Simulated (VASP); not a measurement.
Here is a VASP 6.6.1 calculation.

INCAR

```
ALGO = Normal
EDIFF = 1E-6
ENCUT = 520
GGA = PE
ISIF = 2
ISMEAR = -1
ISPIN = 2
LASPH = True
LCHARG = True
LELF = True
LMAXMIX = 4
LORBIT = 11
LREAL = False
LVHAR = True
LWAVE = False
MAGMOM = 4 -4 -4 4 0 0 0 0
NBANDS = 36
NELM = 150
PREC = Accurate
SIGMA = 0.1
```

KPOINTS

```
k-points
0
Gamma
  1 1 1
```

POSCAR

```
AlFe
1.0
    6.1952055240      0.0000000000      0.0000000000
    0.0000000000      6.1952055240      0.0000000000
    0.0000000000      0.0000000000      3.0976027620
Fe Al
4 4
Direct
    0.0054509800     -0.0034117650      0.0241960780
   -0.0087450980      0.5067843140      0.0289019610
    0.5092156860      0.0045882350      0.0275686270
    0.4958823530      0.4955686270      0.0131372550
    0.2541960780      0.2529411760      0.5278823530
    0.2549019610      0.7532549020      0.5187058820
    0.7456470590      0.2463529410      0.5292941180
    0.7403921570      0.7504313730      0.5258431370
```

Potentials or basis: VASP PAW PBE potentials, release 64 (Fe, Al).

Run with:

```sh
$ cat potpaw_PBE.64/Fe/POTCAR potpaw_PBE.64/Al/POTCAR > POTCAR
$ mpirun -np 1 vasp_gam > vasp.out
```

Question: What does it give for the net moment?

Answer: 0.38 μB per cell.

Question: Predict the pressure.

Answer: -15.5 GPa.

Question: Estimate the band gap on the k mesh.

Answer: 0.15 eV.

Stress tensor (GPa, compression positive):
```
 15.95  -0.05  -0.01
 -0.05  16.34   0.02
 -0.01   0.02 -78.72
```

Caveat: the k points lie up to 2.03 Å⁻¹ apart. A k mesh can miss the band edges.
